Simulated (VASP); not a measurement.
Set up this calculation in VASP 6.6.1, as the native input.

```
Task                   : single point
Functional             : PBEsol
Potentials or basis    : VASP PAW PBE potentials, release 64 (S)
Cutoff                 : 520 eV
k mesh                 : 18 × 18 × 18
Occupations            : methfessel-paxton, width 0.15 eV
Spin                   : no spin polarisation
Dipole correction      : no
Further INCAR settings : ALGO = Normal; EDIFF = 1e-07; NBANDS = 9
```

The structure of S lies in POSCAR:

```
S
1.0
    1.7921275823      1.0346850593      1.4611797613
   -1.7921275823      1.0346850593      1.4611797613
    0.0000000000     -2.0693709669      1.4611791606
S
1
Direct
    0.0000000000      0.0000000000      0.0000000000
```

The input as run:

INCAR

```
PREC = Accurate
ENCUT = 520
EDIFF = 1E-7
ISMEAR = 1
SIGMA = 0.15
LREAL = False
LASPH = True
NELM = 60
ALGO = Normal
ISIF = 2
LWAVE = False
LCHARG = False
GGA = PS
NBANDS = 9
```

KPOINTS

```
regular mesh
0
Gamma
  18 18 18
```

Potentials or basis: VASP PAW PBE potentials, release 64 (S).

The run is started by

```sh
$ cat potpaw_PBE.64/S/POTCAR > POTCAR
$ mpirun -np 1 vasp_std > vasp.out
```

Results of the run:

The pressure is 1.0 GPa and the band gap on the k mesh is zero (band 3 reaches 11.02 eV, above the bottom of band 4 at 3.74 eV).

Caveat: the PAW data sets were made with another functional, which shifts forces and pressure a little.

It took 35 s on 1 thread of AMD EPYC 7R13 Processor (Zen 3), with other jobs on the host, peak memory 0.15 GiB.
